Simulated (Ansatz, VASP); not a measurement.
**KF: VASP beside Ansatz**

File INCAR:

```
  PREC = Accurate
  ENCUT = 520
  EDIFF = 1E-6
  ISMEAR = 0
  SIGMA = 0.05
  LREAL = F
  LASPH = T
  NELM = 80
  ALGO = Normal
  ISIF = 2
  LWAVE = F
  LCHARG = F
  GGA = CA
  NBANDS = 15
```

Contents of KPOINTS:

```
regular mesh
0
Gamma
  8 8 8
```

Contents of POSCAR:

```
KF
1.0
   -0.0549734907      2.5545276524      2.5545276524
    2.5545276524     -0.0549734907      2.5545276524
    2.5545276524      2.5545276524     -0.0549734907
K F
1 1
Direct
    0.0000000000      0.0000000000      0.0000000000
    0.5000000000      0.5000000000      0.5000000000
```

Input for Ansatz:

```yaml
crystal:
  lattice:
    - [-0.0549734907, 2.5545276524, 2.5545276524]
    - [2.5545276524, -0.0549734907, 2.5545276524]
    - [2.5545276524, 2.5545276524, -0.0549734907]
  atoms:
    - { symbol: K, position: [0.0, 0.0, 0.0] }
    - { symbol: F, position: [0.5, 0.5, 0.5] }
basis:
  ecutwfc: 520.0
kpoints:
  mp_grid: { grid: [8, 8, 8] }
hamiltonian:
  xc: lda
scf:
  occupations: { method: gaussian, width: 0.05 }
output:
  forces: true
  stress: true
  eigenvalues: true
```

Alike in both runs: task single point; functional LDA; k mesh 8 × 8 × 8; occupations gaussian, width 0.05 eV; no spin polarisation.

```csv
,VASP,Ansatz
version,VASP 6.6.1,Ansatz 0.2.0
potentials or method,"VASP PAW LDA potentials, release 64 (K_sv, F), cutoff 520 eV","scalar-relativistic, plane waves, PAW"
valence electrons in the cell,16,16
```

Ansatz gave:

- gap on the k mesh at the Fermi level (eV): 6.34
- least direct gap on the mesh (eV): 6.34
- pressure (GPa): -0.1
- traceless stress, the component that is largest in VASP (GPa): 0.27

**Question.** Which values does VASP return?

**Answer.** gap on the k mesh at the Fermi level (eV): 6.32; least direct gap on the mesh (eV): 6.32; pressure (GPa): 0.2; traceless stress, the component that is largest in VASP (GPa): 0.26.

LDA's correlation is that of Perdew and Zunger in VASP and of Perdew and Wang (1992) in Ansatz.
